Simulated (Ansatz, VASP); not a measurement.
**Ag: VASP beside Ansatz**

```
Ag
1.0
     0.00000    1.81145    2.71718
     1.81145    0.00000    2.71718
     1.81145    1.81145    0.00000
Ag
1
Direct
  0.00000 0.00000 0.00000
```

Alike in both runs: task single point; functional PBE; k mesh 28 × 28 × 28; occupations gaussian, width 0.15 eV; no spin polarisation.

|  | VASP | Ansatz |
| --- | --- | --- |
| version | VASP 6.6.1 | Ansatz 0.2.0 |
| potentials or method | VASP PAW PBE potentials, release 64 (Ag), cutoff 520 eV | scalar-relativistic, plane waves, PAW |
| valence electrons in the cell | 11 | 19 |

Ansatz gave:

| Property | Result |
| --- | --- |
| gap on the k mesh at the Fermi level (eV) | none |
| pressure (GPa) | 12.7 |
| traceless stress, the component that is largest in VASP (GPa) | -23.24 |

Which values does VASP return?

gap on the k mesh at the Fermi level (eV): none; pressure (GPa): 12.5; traceless stress, the component that is largest in VASP (GPa): -23.03.

A gap of «none» marks a metal or a gap that the smearing closes. VASP's potentials hold 11 valence electrons a cell and Ansatz's 19, so a difference there can come from the potentials and not from the codes.
